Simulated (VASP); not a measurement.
# Ga2O3 (C2/m) in VASP: further runs

The runs below take Ga2O3 through single point, with r2SCAN.

All numbers are computed with VASP 6.6.1; they aren't measurements. Logs are shortened: lines on timing, memory, paths and dates and some standing lists are left out, and cuts for length are marked.

## (1) The cell of the first run

It takes space group C2/m (No. 12, monoclinic). Conventional cell: a = 12.256 Å, b = 3.039 Å, c = 5.808 Å, α = 90.00°, β = 103.81°, γ = 90.00°. Within 2.4 Å of Ga (site symmetry m) lie 4 O at 1.83 to 1.87 Å. Ga (site symmetry m) has 6 O at 1.94 to 2.08 Å within 2.6 Å. Within 2.4 Å of O (site symmetry m) lie 3 Ga at 1.83 to 1.94 Å. O (site symmetry m) has 4 Ga at 1.87 to 2.08 Å within 2.5 Å. Within 2.4 Å of O (site symmetry m) lie 3 Ga at 1.84 to 1.94 Å.

## (2) Single point, r2SCAN

The input, POSCAR:

```
Ga2O3
1.0
    6.1278415757     -1.5195305764      0.0025325578
    6.1278415757      1.5195305764      0.0025325578
   -1.3883852660      0.0000000000      5.6399772456
Ga O
4 6
Direct
    0.0905209738      0.0905209738      0.7947888382
    0.9094790262      0.9094790262      0.2052111618
    0.6587278752      0.6587278752      0.3144766576
    0.3412721248      0.3412721248      0.6855233424
    0.1642143310      0.1642143310      0.1091577328
    0.8357856690      0.8357856690      0.8908422672
    0.1733419983      0.1733419983      0.5635248269
    0.8266580017      0.8266580017      0.4364751731
    0.4962851429      0.4962851429      0.2562373610
    0.5037148571      0.5037148571      0.7437626390
```

The input, INCAR.step1:

```
SYSTEM = Ga2O3
PREC = Accurate ; ENCUT = 520
ISMEAR = 0 ; SIGMA = 0.05
LREAL = .False. ; LASPH = .True.
NELM = 60 ; NBANDS = 55
GGA = PE ; ALGO = Normal
EDIFF = 1E-4 ; LWAVE = .True.
LCHARG = .False.
```

The input, INCAR.step2:

```
SYSTEM = Ga2O3
PREC = Accurate ; ENCUT = 520
EDIFF = 1E-6 ; ISMEAR = 0
SIGMA = 0.05 ; LREAL = .False.
LASPH = .True. ; NELM = 60
ALGO = Normal ; ISIF = 2
LWAVE = .False. ; LCHARG = .False.
METAGGA = R2SCAN ; LMIXTAU = .True.
NBANDS = 55 ; ISTART = 1
```

The input, KPOINTS:

```
Automatic mesh
0
Gamma
  8 8 4
  0 0 0
```

Potentials or basis: VASP PAW PBE potentials, release 64 (Ga_d, O).

Started as:

```sh
$ cat potpaw_PBE.64/Ga_d/POTCAR potpaw_PBE.64/O/POTCAR > POTCAR
$ cp INCAR.step1 INCAR
$ mpirun -np 1 vasp_std > vasp.out
$ cp INCAR.step2 INCAR
$ mpirun -np 1 vasp_std > vasp.out
```

OUTCAR:

```text
SYSTEM = Ga2O3
   PREC = Accurate
   ENCUT = 520
   EDIFF = 1E-6
   ISMEAR = 0
   LREAL = .False.
   LASPH = .True.
   NELM = 60
   ISIF = 2
   METAGGA = R2SCAN
   ISTART = 1

 ion  position               nearest neighbor table
   1  0.091  0.091  0.795-   5 1.83  10 1.84  10 1.84   7 1.87
   2  0.909  0.909  0.205-   6 1.83   9 1.84   9 1.84   8 1.87
   3  0.659  0.659  0.314-   9 1.94   5 1.94   5 1.94   8 2.01   7 2.08   7 2.08
   4  0.341  0.341  0.686-  10 1.94   6 1.94   6 1.94   7 2.01   8 2.08   8 2.08
   5  0.164  0.164  0.109-   1 1.83   3 1.94   3 1.94
   6  0.836  0.836  0.891-   2 1.83   4 1.94   4 1.94
   7  0.173  0.173  0.564-   1 1.87   4 2.01   3 2.08   3 2.08
   8  0.827  0.827  0.436-   2 1.87   3 2.01   4 2.08   4 2.08
   9  0.496  0.496  0.256-   2 1.84   2 1.84   3 1.94
  10  0.504  0.504  0.744-   1 1.84   1 1.84   4 1.94

  LATTYP: Found a base centered monoclinic cell.
 ALAT       =    12.2556841981
 B/A-ratio  =     0.2479715619
 C/A-ratio  =     0.4739313001
 COS(beta)  =    -0.2386312219

  Lattice vectors:

 A1 = (   6.1278415757,  -1.5195305764,   0.0025325578)
 A2 = (   6.1278415757,   1.5195305764,   0.0025325578)
 A3 = (  -1.3883852660,   0.0000000000,   5.6399772456)

Analysis of symmetry for initial positions (statically):
=====================================================================
 Subroutine PRICEL returns:
 Original cell was already a primitive cell.

 Routine SETGRP: Setting up the symmetry group for a
 base centered monoclinic supercell.

 Subroutine GETGRP returns: Found  4 space group operations
 (whereof  4 operations were pure point group operations)
 out of a pool of  4 trial point group operations.

The static configuration has the point symmetry C_2h.

Analysis of symmetry for dynamics (positions and initial velocities):
=====================================================================
 Subroutine PRICEL returns:
 Original cell was already a primitive cell.

 Routine SETGRP: Setting up the symmetry group for a
 base centered monoclinic supercell.

 Subroutine GETGRP returns: Found  4 space group operations
 (whereof  4 operations were pure point group operations)
 out of a pool of  4 trial point group operations.

The dynamic configuration has the point symmetry C_2h.

 Subroutine INISYM returns: Found  4 space group operations
 (whereof  4 operations are pure point group operations),
 and found     1 'primitive' translations

----------------------------------------------------------------------------------------

                                     Primitive cell

  volume of cell :     105.0433

  direct lattice vectors                    reciprocal lattice vectors
     6.127841576 -1.519530576  0.002532558     0.081586498 -0.329048989  0.020084034
     6.127841576  1.519530576  0.002532558     0.081586498  0.329048989  0.020084034
    -1.388385266  0.000000000  5.639977246    -0.000073271  0.000000000  0.177287643

  length of vectors
     6.313431869  6.313431869  5.808352346     0.339607070  0.339607070  0.177287658

  position of ions in fractional coordinates (direct lattice)
     0.090520974  0.090520974  0.794788838
     0.909479026  0.909479026  0.205211162
     0.658727875  0.658727875  0.314476658
     0.341272125  0.341272125  0.685523342
     0.164214331  0.164214331  0.109157733
     0.835785669  0.835785669  0.890842267
     0.173341998  0.173341998  0.563524827
     0.826658002  0.826658002  0.436475173
     0.496285143  0.496285143  0.256237361
     0.503714857  0.503714857  0.743762639

  ion indices of the primitive-cell ions
   primitive index   ion index
                 1           1
                 2           2
                 3           3
                 4           4
                 5           5
                 6           6
                 7           7
                 8           8
                 9           9
                10          10

----------------------------------------------------------------------------------------

 KPOINTS: Automatic mesh

Automatic generation of k-mesh.
 Grid dimensions read from file:
 generate k-points for:    8    8    4

 Generating k-lattice:

  Cartesian coordinates                     Fractional coordinates (reciprocal lattice)
     0.010198312 -0.041131124  0.002510504     0.125000000  0.000000000 -0.000000000
     0.010198312  0.041131124  0.002510504     0.000000000  0.125000000 -0.000000000
    -0.000018318  0.000000000  0.044321911     0.000000000  0.000000000  0.250000000

  Length of vectors
     0.042450884  0.042450884  0.044321915

  Shift w.r.t. Gamma in fractional coordinates (k-lattice)
     0.000000000  0.000000000  0.000000000

 Subroutine IBZKPT returns following result:
 ===========================================

 Found     78 irreducible k-points:

 Following reciprocal coordinates:
            Coordinates               Weight
  0.000000  0.000000  0.000000      1.000000
  0.125000  0.000000  0.000000      4.000000
  0.250000  0.000000  0.000000      4.000000
  0.375000  0.000000  0.000000      4.000000
  0.500000  0.000000  0.000000      2.000000
  0.125000  0.125000  0.000000      2.000000
[... 16 lines left out ...]
  0.125000  0.000000  0.250000      4.000000
  0.250000  0.000000  0.250000      4.000000
 [... further k-points ...]
   k-points           NKPTS =     78   k-points in BZ     NKDIM =     78   number of bands    NBANDS=     55
   number of dos      NEDOS =    301   number of ions     NIONS =     10
   total plane-waves  NPLWV = 110592
   dimension x,y,z NGX =    48 NGY =   48 NGZ =   48
   dimension x,y,z NGXF=    96 NGYF=   96 NGZF=   96
   ions per type =               4   6
   NGX,Y,Z   is equivalent  to a cutoff of  12.64, 12.64, 13.74 a.u.
   NGXF,Y,Z  is equivalent  to a cutoff of  25.28, 25.28, 27.48 a.u.
 SYSTEM =  Ga2O3
   PREC   = accura    normal or accurate (medium, high low for compatibility)
   ISTART =      1    job   : 0-new  1-cont  2-samecut
   ICHARG =      0    charge: 1-file 2-atom 10-const
   ISPIN  =      1    spin polarized calculation?
   LNONCOLLINEAR =      F non collinear calculations
   LSORBIT =      F    spin-orbit coupling
   LASPH  =      T    aspherical Exc in radial PAW
   ENCUT  =  520.0 eV  38.22 Ry    6.18 a.u.  11.74 11.74 10.80*2*pi/ulx,y,z
   NELM   =     60;   NELMIN=  2; NELMDL=  0     # of ELM steps
   EDIFF  = 0.1E-05   stopping-criterion for ELM
   LREAL  =      F    real-space projection
   EDIFFG = 0.1E-04   stopping-criterion for IOM
   NSW    =      0    number of steps for IOM
   IBRION =     -1    ionic relax: 0-MD 1-quasi-New 2-CG
   NFREE  =      0    steps in history (QN), initial steepest desc. (CG)
   ISIF   =      2    stress and relaxation
   ISYM   =      2    0-nonsym 1-usesym 2-fastsym
   POTIM  = 0.5000    time-step for ionic-motion
   TEBEG  =    0.0;   TEEND  =   0.0 temperature during run
   PSTRESS=    0.0 pullay stress
   NELECT =      88.0000    total number of electrons
   NUPDOWN=      -1.0000    fix difference up-down
   EMIN   =  10.00;   EMAX   =-10.00  energy-range for DOS
   EFERMI =   0.00;   METHOD = LEGACY
   ISMEAR =     0;   SIGMA  =   0.05  broadening in eV -4-tet -1-fermi 0-gaus
   EFERMI_NEDOS =   21; number of points for ismear=-14 and -15
   IALGO  =     38    algorithm
   IMIX   =      4    mixing-type and parameters
     AMIX     =   0.40;   BMIX     =  1.00
     AMIX_MAG =   1.60;   BMIX_MAG =  1.00
  volume/ion in A,a.u.               =      10.50        70.89
  Fermi-wavevector in a.u.,A,eV,Ry     =   1.543285  2.916386 32.405398  2.381730
  Thomas-Fermi vector in A             =   2.648970
   LORBIT       =      0    0 simple, 1 ext, 2 COOP (PROOUT), +10 PAW based schemes
   METAGGA = R2SCAN    functional components
   LHFCALC =     F    Hartree Fock is set to
   AEXX    =    0.0000 exact exchange contribution
   IVDW    =     0    specifies the selected vdW correction
   LEPSILON=     F    determine dielectric tensor
   LRPA    =     F    only Hartree local field effects (RPA)
 non-spin polarized calculation
 Gauss-broadening in eV      SIGMA  =   0.05
  energy-cutoff  :      520.00
  volume of cell :      105.04
 maximum number of plane-waves:      2850
   NGX = 23   NGY = 23   NGZ = 21

 number of electron      88.0000019 magnetization

 Free energy of the ion-electron system (eV)
  ---------------------------------------------------
  ext. energy  EPLUGINS =         0.00000000
  ---------------------------------------------------
  free energy    TOTEN  =      -102.44187552 eV

  energy without entropy =     -102.44187552  energy(sigma->0) =     -102.44187552

 E-fermi :   3.6989     XC(G=0): -12.5137

 val. band max:        3.3983114580   @ k =   0.5000   0.3750   0.5000
 cond. band min:       6.4099523740   @ k =   0.0000   0.0000   0.0000
 fundamental gap:      3.0116409160
 Fermi energy:         3.6989117876

 k-point     1 :       0.0000    0.0000    0.0000
  band No.  band energies     occupation
      1     -16.4254      2.00000
      2     -15.2736      2.00000
      3     -15.2575      2.00000
      4     -15.1326      2.00000
      5     -14.6884      2.00000
      6     -14.6622      2.00000
[... 47 lines left out ...]
     54      16.7152      0.00000
     55      17.0447      0.00000

 k-point     2 :       0.1250    0.0000    0.0000
  band No.  band energies     occupation
      1     -16.3074      2.00000
      2     -15.2617      2.00000
      3     -15.2273      2.00000
      4     -15.0568      2.00000
      5     -14.6867      2.00000
      6     -14.6597      2.00000
[... 47 lines left out ...]
     54      15.7799      0.00000
     55      15.9324      0.00000

 k-point     3 :       0.2500    0.0000    0.0000
  band No.  band energies     occupation
      1     -15.9890      2.00000
      2     -15.2188      2.00000
      3     -15.1200      2.00000
      4     -14.9489      2.00000
      5     -14.6757      2.00000
      6     -14.6536      2.00000
[... 1152 lines left out ...]
 k-point    23 :       0.1250    0.0000    0.2500
  band No.  band energies     occupation
      1     -16.1952      2.00000
      2     -15.4462      2.00000
      3     -15.2496      2.00000
      4     -14.9804      2.00000
      5     -14.7318      2.00000
      6     -14.6256      2.00000
[... 47 lines left out ...]
     54      15.9811      0.00000
     55      16.4241      0.00000

 k-point    24 :       0.2500    0.0000    0.2500
  band No.  band energies     occupation
      1     -15.8851      2.00000
      2     -15.3222      2.00000
      3     -15.1655      2.00000
      4     -14.9107      2.00000
      5     -14.7140      2.00000
      6     -14.6295      2.00000
[... 47 lines left out ...]
     54      15.0539      0.00000
     55      16.4144      0.00000

 [... further k-points ...]
[... 5 lines left out ...]
  --------------------------------------------------------------------------------------
  -------------------------------------------------------------------------------------
  Total        1.1200505      1.3400506      1.1527226      0.0000000      0.0000000      0.0285338
  in kB       17.0836108     20.4391715     17.5819444      0.0000000      0.0000000      0.4352133
  external PRESSURE =      18.3682422 kB  Pullay stress =       0.0000000 kB

 VOLUME and BASIS-vectors are now :
 -----------------------------------------------------------------------------
  energy-cutoff  :      520.00
  volume of cell :      105.04
      direct lattice vectors                 reciprocal lattice vectors
     6.127841576 -1.519530576  0.002532558     0.081586498 -0.329048989  0.020084034
     6.127841576  1.519530576  0.002532558     0.081586498  0.329048989  0.020084034
    -1.388385266  0.000000000  5.639977246    -0.000073271  0.000000000  0.177287643

 POSITION                                       TOTAL-FORCE (eV/Angst)
 -----------------------------------------------------------------------------------
      0.00592      0.00000      4.48305         0.018649      0.000000     -0.001726
     10.86137      0.00000      1.16199        -0.018649      0.000000      0.001726
      7.63655      0.00000      1.77698        -0.013910      0.000000      0.048593
      3.23075      0.00000      3.86806         0.013910      0.000000     -0.048593
      1.86101      0.00000      0.61648         0.062096      0.000000      0.033808
      9.00629      0.00000      5.02856        -0.062096      0.000000     -0.033808
      1.34204      0.00000      3.17915         0.030250      0.000000     -0.053606
      9.52526      0.00000      2.46590        -0.030250      0.000000      0.053606
      5.72656      0.00000      1.44769         0.077643      0.000000      0.029308
      5.14074      0.00000      4.19736        -0.077643      0.000000     -0.029308
 -----------------------------------------------------------------------------------
    total drift:                                0.000000     -0.000000      0.000000

  FREE ENERGIE OF THE ION-ELECTRON SYSTEM (eV)
  ---------------------------------------------------
  free  energy   TOTEN  =      -102.4418755244 eV

  energy  without entropy=     -102.4418755244  energy(sigma->0) =     -102.44187552
```

Wall time 75 min (1 thread of Oxide Virtual Turin-like, shared host); peak memory 0.53 GiB.

What came out:

| Property | Result |
| --- | --- |
| Free energy | -102.4419 eV |
| Pressure | 1.8 GPa |
| Largest force | 0.083 eV/Å |
| Band gap on the k mesh | 3.01 eV (least direct gap 3.04 eV) |

Forces in eV/Å, atoms in the order of the input:
```
Ga   0.019  0.000 -0.002
Ga  -0.019  0.000  0.002
Ga  -0.014  0.000  0.049
Ga   0.014  0.000 -0.049
O    0.062  0.000  0.034
O   -0.062  0.000 -0.034
O    0.030  0.000 -0.054
O   -0.030  0.000  0.054
O    0.078  0.000  0.029
O   -0.078  0.000 -0.029
```

Caveat: the PAW data sets were made with another functional, which shifts forces and pressure a little.

## (3) Single point, r2SCAN

This run uses another cell than the first one: it holds 20 atoms, not 10.

The input, POSCAR:

```
Ga2O3
1.0
    0.0000000000      3.0390611527      0.0000000000
   -6.1278415757      1.5195305764     -0.0025325578
   -2.7767705320      0.0000000000     11.2799544912
Ga O
8 12
Direct
    0.0905209738      0.8189580525      0.3973944191
    0.0905209738      0.8189580525      0.8973944191
    0.9094790262      0.1810419475      0.1026055809
    0.9094790262      0.1810419475      0.6026055809
    0.6587278752      0.6825442495      0.1572383288
    0.6587278752      0.6825442495      0.6572383288
    0.3412721248      0.3174557505      0.3427616712
    0.3412721248      0.3174557505      0.8427616712
    0.1642143310      0.6715713379      0.0545788664
    0.1642143310      0.6715713379      0.5545788664
    0.8357856690      0.3284286621      0.4454211336
    0.8357856690      0.3284286621      0.9454211336
    0.1733419983      0.6533160033      0.2817624134
    0.1733419983      0.6533160033      0.7817624134
    0.8266580017      0.3466839967      0.2182375866
    0.8266580017      0.3466839967      0.7182375866
    0.4962851429      0.0074297143      0.1281186805
    0.4962851429      0.0074297143      0.6281186805
    0.5037148571      0.9925702857      0.3718813195
    0.5037148571      0.9925702857      0.8718813195
```

The input, INCAR.step1:

```
SYSTEM = Ga2O3
  PREC = Accurate
  ENCUT = 520
  ISMEAR = 0
  SIGMA = 0.05
  LREAL = Auto
  LASPH = .TRUE.
  NELM = 80
  NBANDS = 104
  ISYM = 0
  GGA = PE
  ALGO = Normal
  EDIFF = 1E-4
  LWAVE = .TRUE.
  LCHARG = .FALSE.
  KPAR = 4
```

The input, INCAR.step2:

```
SYSTEM = Ga2O3
  PREC = Accurate
  ENCUT = 520
  EDIFF = 1E-6
  ISMEAR = 0
  SIGMA = 0.05
  LREAL = Auto
  LASPH = .TRUE.
  NELM = 80
  ALGO = Normal
  ISIF = 2
  LWAVE = .FALSE.
  LCHARG = .TRUE.
  METAGGA = R2SCAN
  LMIXTAU = .TRUE.
  LVHAR = .TRUE.
  NBANDS = 104
  ISYM = 0
  ISTART = 1
  KPAR = 4
```

The input, KPOINTS:

```
Automatic mesh
0
G
  8 4 2
  0 0 0
```

Potentials or basis: VASP PAW PBE potentials, release 64 (Ga_d, O).

Started as:

```sh
$ cat potpaw_PBE.64/Ga_d/POTCAR potpaw_PBE.64/O/POTCAR > POTCAR
$ cp INCAR.step1 INCAR
$ mpirun -np 4 vasp_std > vasp.out
$ cp INCAR.step2 INCAR
$ mpirun -np 4 vasp_std > vasp.out
```

Run time: 33 min. Hardware: 4 MPI ranks of Oxide Virtual Turin-like, shared host; peak memory 0.63 GiB.

Results (log left out):

| Quantity | Value |
| --- | --- |
| Free energy | -204.8915 eV |
| Pressure | 1.9 GPa |
| Largest force | 0.080 eV/Å |
| Band gap on the k mesh | 3.01 eV |

Forces on the atoms (eV/Å):
```
Ga   0.018 -0.024  0.010
Ga   0.018 -0.024  0.010
Ga  -0.018  0.024 -0.010
Ga  -0.018  0.024 -0.010
Ga  -0.002  0.015  0.033
Ga  -0.002  0.015  0.033
Ga   0.002 -0.015 -0.033
Ga   0.002 -0.015 -0.033
O    0.056 -0.001  0.032
O    0.056 -0.001  0.032
O   -0.056  0.001 -0.032
O   -0.056  0.001 -0.032
O    0.032  0.004 -0.057
O    0.031  0.004 -0.057
O   -0.031 -0.004  0.058
O   -0.031 -0.004  0.058
O    0.074  0.002  0.027
O    0.074  0.002  0.027
O   -0.075 -0.002 -0.028
O   -0.074 -0.002 -0.027
```

Stress tensor (GPa, compression positive):
```
1.69 0.00 0.04
0.00 2.09 0.00
0.04 0.00 1.81
```

Levels at points of the mesh, in eV from the valence-band top:
| k point | band 84 | band 85 | band 86 | band 87 | band 88 | band 89 | band 90 | band 91 | band 92 | band 93 |
| --- | --- | --- | --- | --- | --- | --- | --- | --- | --- | --- |
| (0.00, 0.00, 0.00) | -0.48 | -0.47 | -0.30 | -0.27 | -0.02 | 3.01 | 5.40 | 5.53 | 6.38 | 7.43 |
| (0.50, 0.00, 0.00) | -0.73 | -0.72 | -0.67 | -0.45 | -0.15 | 6.34 | 7.28 | 7.64 | 7.68 | 8.00 |
| (0.00, 0.50, 0.00) | -0.60 | -0.59 | -0.42 | -0.17 | -0.01 | 5.16 | 5.44 | 5.85 | 5.96 | 6.53 |
| (0.50, 0.50, 0.00) | -0.73 | -0.72 | -0.67 | -0.45 | -0.15 | 6.34 | 7.28 | 7.64 | 7.68 | 7.99 |
| (0.00, 0.00, 0.50) | -0.54 | -0.47 | -0.47 | -0.26 | -0.26 | 3.92 | 3.92 | 6.54 | 6.54 | 7.26 |
| (0.50, 0.00, 0.50) | -0.85 | -0.57 | -0.57 | -0.39 | -0.39 | 6.76 | 6.76 | 7.91 | 7.91 | 8.33 |
| (0.00, 0.50, 0.50) | -0.61 | -0.51 | -0.51 | -0.09 | -0.09 | 5.31 | 5.31 | 5.97 | 5.97 | 6.82 |
| (0.50, 0.50, 0.50) | -0.85 | -0.57 | -0.57 | -0.39 | -0.39 | 6.76 | 6.76 | 7.91 | 7.91 | 8.33 |

Caveat: the PAW data sets were made with another functional, which shifts forces and pressure a little. A k mesh can miss the band edges.
